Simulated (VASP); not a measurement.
Write the native input for VASP 6.6.1 that does the following.

| Item | Value |
| --- | --- |
| Task | single point |
| Functional | r2SCAN |
| Potentials or basis | VASP PAW PBE potentials, release 64 (Pb_d, Te) |
| Cutoff | 520 eV |
| k mesh | 5 × 5 × 5 |
| Occupations | fermi-dirac, width 0.1 eV |
| Spin | no spin polarisation |
| Dipole correction | no |
| Further INCAR settings | ALGO = Normal; EDIFF = 1e-06; NBANDS = 17 |

The system is TePb.

```
CELL_PARAMETERS angstrom
0.00000 3.24815 3.24815
3.24815 0.00000 3.24815
3.24815 3.24815 0.00000
ATOMIC_POSITIONS crystal
Pb 0.00000 0.00000 0.00000
Te 0.50000 0.50000 0.50000
```

These files were run (other wordings do the same):

POSCAR

```
TePb
1.0
    0.0000000000      3.2481500000      3.2481500000
    3.2481500000      0.0000000000      3.2481500000
    3.2481500000      3.2481500000      0.0000000000
Pb Te
1 1
Direct
    0.0000000000      0.0000000000      0.0000000000
    0.5000000000      0.5000000000      0.5000000000
```

INCAR.step1

```
SYSTEM = TePb
ALGO     = Normal         ! electronic algorithm
EDIFF    = 1E-4           ! SCF threshold, eV
ENCUT    = 520            ! plane-wave cutoff, eV
GGA      = PE             ! functional
ISMEAR   = -1             ! smearing method
LASPH    = .TRUE.         ! aspherical terms in the spheres
LCHARG   = .FALSE.        ! write CHGCAR
LREAL    = .FALSE.        ! projectors in reciprocal space
LWAVE    = .TRUE.         ! write WAVECAR
NBANDS   = 17             ! bands
NELM     = 80             ! most SCF steps
PREC     = Accurate       ! precision mode
SIGMA    = 0.1            ! smearing width, eV
```

INCAR.step2

```
SYSTEM = TePb
ALGO     = Normal         ! electronic algorithm
EDIFF    = 1E-6           ! SCF threshold, eV
ENCUT    = 520            ! plane-wave cutoff, eV
ISIF     = 2              ! what is computed and relaxed
ISMEAR   = -1             ! smearing method
ISTART   = 1            
LASPH    = .TRUE.         ! aspherical terms in the spheres
LCHARG   = .TRUE.         ! write CHGCAR
LELF     = .TRUE.         ! ELF
LMIXTAU  = .TRUE.       
LREAL    = .FALSE.        ! projectors in reciprocal space
LVHAR    = .TRUE.       
LWAVE    = .FALSE.        ! write WAVECAR
METAGGA  = R2SCAN         ! meta-GGA
NBANDS   = 17             ! bands
NELM     = 80             ! most SCF steps
PREC     = Accurate       ! precision mode
SIGMA    = 0.1            ! smearing width, eV
```

KPOINTS

```
k-points
0
G
  5 5 5
  0 0 0
```

Potentials or basis: VASP PAW PBE potentials, release 64 (Pb_d, Te).

Launch:

```sh
$ cat potpaw_PBE.64/Pb_d/POTCAR potpaw_PBE.64/Te/POTCAR > POTCAR
$ cp INCAR.step1 INCAR
$ mpirun -np 1 vasp_std > vasp.out
$ cp INCAR.step2 INCAR
$ mpirun -np 1 vasp_std > vasp.out
```

Results of the run:

The pressure is 0.8 GPa.

Caveat: the PAW data sets were made with another functional, which shifts forces and pressure a little.

Wall time 51 s on 1 thread of Intel(R) Xeon(R) Platinum 8259CL CPU @ 2.50GHz (Skylake/Cascade Lake), with other jobs on the host, peak memory 0.21 GiB.
